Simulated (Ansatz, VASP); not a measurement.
**One calculation of Ru, two programs**

INCAR

```
SYSTEM = Ru
PREC = Accurate
ENCUT = 560
EDIFF = 1E-6
ISMEAR = -1
SIGMA = 0.1
LREAL = .FALSE.
LASPH = .TRUE.
NELM = 120
ALGO = Normal
ISIF = 2
LWAVE = .FALSE.
LCHARG = .FALSE.
NBANDS = 40
GGA_COMPAT = .FALSE.
```

Contents of KPOINTS:

```
Automatic mesh
0
G
  14 9 8
  0 0 0
```

The input POSCAR:

```
Ru
1.0
   -1.3376082022      2.3168053669      0.0000000000
    0.0000000000      0.0000000000      4.2244496844
    4.0128246067      2.3168053669      0.0000000000
Ru
4
Direct
    0.5000000000      0.2500000000      0.1666666670
    0.0000000000      0.2500000000      0.6666666670
    0.0000000000      0.7500000000      0.3333333330
    0.5000000000      0.7500000000      0.8333333330
```

Input for Ansatz:

```yaml
crystal:
  lattice:
    - [-1.3376082022, 2.3168053669, 0.0]
    - [0.0, 0.0, 4.2244496844]
    - [4.0128246067, 2.3168053669, 0.0]
  atoms:
    - { symbol: Ru, position: [0.5, 0.25, 0.166666667] }
    - { symbol: Ru, position: [0.0, 0.25, 0.666666667] }
    - { symbol: Ru, position: [0.0, 0.75, 0.333333333] }
    - { symbol: Ru, position: [0.5, 0.75, 0.833333333] }
kpoints:
  mp_grid: { grid: [14, 9, 8] }
scf:
  occupations: { method: fermi_dirac, width: 0.1 }
hamiltonian:
  xc: lda
  pseudopotentials: { kind: paw }
output:
  forces: true
  stress: true
  eigenvalues: true
```

Alike in both runs: task single point; functional LDA; k mesh 14 × 9 × 8; occupations fermi-dirac, width 0.1 eV; no spin polarisation.

```csv
,VASP,Ansatz
version,VASP 6.6.1,Ansatz 0.2.0
potentials or method,"VASP PAW LDA potentials, release 64 (Ru_sv)","PAW with Ansatz's default frozen-core files, scalar-relativistic"
plane-wave cutoff (eV),560,420
valence electrons in the cell,64,64
```

VASP gave:

```
pressure (GPa)                                                : 0.6
traceless stress, the component that is largest in VASP (GPa) : -0.20
rms of the force components (eV/Å)                            : 0.006
```

Problem. What did Ansatz give for the same quantities?

Solution. Pressure (GPa): 0.1; traceless stress, the component that is largest in VASP (GPa): -0.22; rms of the force components (eV/Å): 0.006.

LDA's correlation is that of Perdew and Zunger in VASP and of Perdew and Wang (1992) in Ansatz. Atom by atom the forces differ by 0.000 eV/Å (rms over components).
